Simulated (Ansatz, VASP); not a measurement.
One calculation of TaN, two programs

INCAR

```
SYSTEM = TaN
PREC = Accurate ; ENCUT = 520
EDIFF = 1E-6 ; ISMEAR = -1
SIGMA = 0.01 ; LREAL = .False.
LASPH = .True. ; NELM = 100
ALGO = Normal ; ISIF = 2
LWAVE = .False. ; LCHARG = .True.
GGA = PS ; LELF = .True.
LVHAR = .True. ; NBANDS = 24
```

The input KPOINTS:

```
Automatic mesh
0
Gamma
  9 9 5
  0 0 0
```

The input POSCAR:

```
TaN
1.0
    3.0881118675      0.0000000000      0.0000000000
   -1.5440559337      2.6743833269      0.0000000000
    0.0000000000      0.0000000000      4.9827179480
Ta N
2 2
Direct
    0.0000000000      0.0000000000      0.0000000000
    0.0000000000      0.0000000000      0.5000000000
    0.3333333333      0.6666666667      0.2500000000
    0.6666666667      0.3333333333      0.7500000000
```

Input for Ansatz:

```yaml
crystal:
  lattice:
    - [3.0881118675, 0.0, 0.0]
    - [-1.5440559337, 2.6743833269, 0.0]
    - [0.0, 0.0, 4.982717948]
  atoms:
    - { symbol: Ta, position: [0.0, 0.0, 0.0] }
    - { symbol: Ta, position: [0.0, 0.0, 0.5] }
    - { symbol: "N", position: [0.3333333333, 0.6666666667, 0.25] }
    - { symbol: "N", position: [0.6666666667, 0.3333333333, 0.75] }
kpoints:
  mp_grid: { grid: [9, 9, 5] }
  band_path:
    path:
      - [0.0, 0.0, 0.0]
      - [0.5, 0.0, 0.0]
      - [0.3333333333, 0.3333333333, 0.0]
      - [0.0, 0.0, 0.0]
      - [0.0, 0.0, 0.5]
      - [0.5, 0.0, 0.5]
      - [0.3333333333, 0.3333333333, 0.5]
      - [0.0, 0.0, 0.5]
      - [0.5, 0.0, 0.5]
    npoints: 5
scf:
  occupations: { method: fermi_dirac, width: 0.01 }
hamiltonian:
  xc: pbesol
  pseudopotentials: { kind: all_electron, lapw: { basis_error: 0.0005 } }
output:
  forces: true
  stress: true
  eigenvalues: true
```

Change from the starting cell: volume scaled by 1.04.

Alike in both runs: task single point; functional PBEsol; k mesh 9 × 9 × 5; occupations fermi-dirac, width 0.01 eV; no spin polarisation.

```csv
,VASP,Ansatz
version,VASP 6.6.1,Ansatz 0.2.0
potentials or method,"VASP PAW PBE potentials, release 64 (Ta_pv, N), cutoff 520 eV","all-electron LAPW, scalar-relativistic"
```

Ansatz gave:

| Quantity | Value |
| --- | --- |
| pressure (GPa) | 29.4 |
| traceless stress, the component that is largest in VASP (GPa) | 49.04 |

Problem. Which values does VASP return?

Solution. Pressure (GPa): 31.0; traceless stress, the component that is largest in VASP (GPa): 49.54.

VASP's potentials were made for PBE, not for PBEsol. Both programs put the cell under a high pressure, so it lies far from rest at this level. Ansatz ran all-electron here, and VASP with PAW potentials.

Neither program's run includes spin-orbit coupling.
